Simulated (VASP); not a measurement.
Wanted: the native input for a VASP 6.6.1 run.

- Task: single point
- Functional: PBEsol
- Potentials or basis: VASP PAW PBE potentials, release 64 (C)
- Cutoff: 520 eV
- k mesh: 7 × 7 × 27
- Occupations: fermi-dirac, width 0.1 eV
- Spin: no spin polarisation
- Dipole correction: no
- Further INCAR settings: ALGO = Normal; EDIFF = 1e-06; NBANDS = 13

The structure of C lies in POSCAR:

```
C
1.0
    5.8415558330      0.0000000001      0.0000000000
   -2.9207779166      5.0589357490      0.0000000000
    0.0000000000      0.0000000000      1.2654104868
C
3
Direct
    1.0000000000      0.0000000000      0.0000000000
    0.3333333333      0.6666666667      0.5000000000
    0.6666666667      0.3333333333      0.5000000000
```

This cell differs from its parent crystal: volume scaled by 0.96.

One way to write it, as run:

INCAR

```
SYSTEM = C
  PREC = Accurate
  ENCUT = 520
  EDIFF = 1E-6
  ISMEAR = -1
  SIGMA = 0.1
  LREAL = .FALSE.
  LASPH = .TRUE.
  NELM = 80
  ALGO = Normal
  ISIF = 2
  LWAVE = .FALSE.
  LCHARG = .TRUE.
  GGA = PS
  LELF = .TRUE.
  LVHAR = .TRUE.
  NBANDS = 13
```

KPOINTS

```
regular mesh
0
G
  7 7 27
  0 0 0
```

Potentials or basis: VASP PAW PBE potentials, release 64 (C).

Launch:

```sh
$ cat potpaw_PBE.64/C/POTCAR > POTCAR
$ mpirun -np 1 vasp_std > vasp.out
```

It gave:

```json
{"Pressure": "7.8 GPa", "Band gap on the k mesh": "zero (band 6 reaches 11.06 eV, above the bottom of band 7 at -4.82 eV)"}
```

Caveat: the PAW data sets were made with another functional, which shifts forces and pressure a little.

Run time: 29 s on 1 thread of Intel Xeon 6975P-C, with other jobs on the host, peak memory 0.18 GiB.
